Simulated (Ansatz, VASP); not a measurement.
## AlAs: VASP beside Ansatz

```xyz
2
Lattice="0.0000 2.8315 2.8315 2.8315 0.0000 2.8315 2.8315 2.8315 0.0000" Properties=species:S:1:pos:R:3 pbc="T T T"
Al    0.0000    0.0000    0.0000
As    1.4158    1.4158    1.4158
```

Alike in both runs: functional r2SCAN; dispersion rVV10; k mesh 8 × 8 × 8; occupations gaussian, width 0.02 eV; no spin polarisation.

Ansatz relaxed the structure, and its values are those at the end. VASP's run is a single point on that final structure, the one shown.

```csv
,VASP,Ansatz
version,VASP 6.6.1,Ansatz 0.2.0
potentials or method,"VASP PAW PBE potentials, release 64 (Al, As), cutoff 550 eV","scalar-relativistic, plane waves, PAW"
valence electrons in the cell,8,18
```

```tsv
	VASP	Ansatz	Ansatz less VASP
gap on the k mesh at the Fermi level (eV)	1.74	1.75	+0.011
least direct gap on the mesh (eV)	2.67	2.67	-0.002
pressure (GPa)	0.1	0.0	-0.12
```

VASP's potentials were made for PBE, not for r2SCAN. VASP's potentials hold 8 valence electrons a cell and Ansatz's 18, so a difference there can come from the potentials and not from the codes.
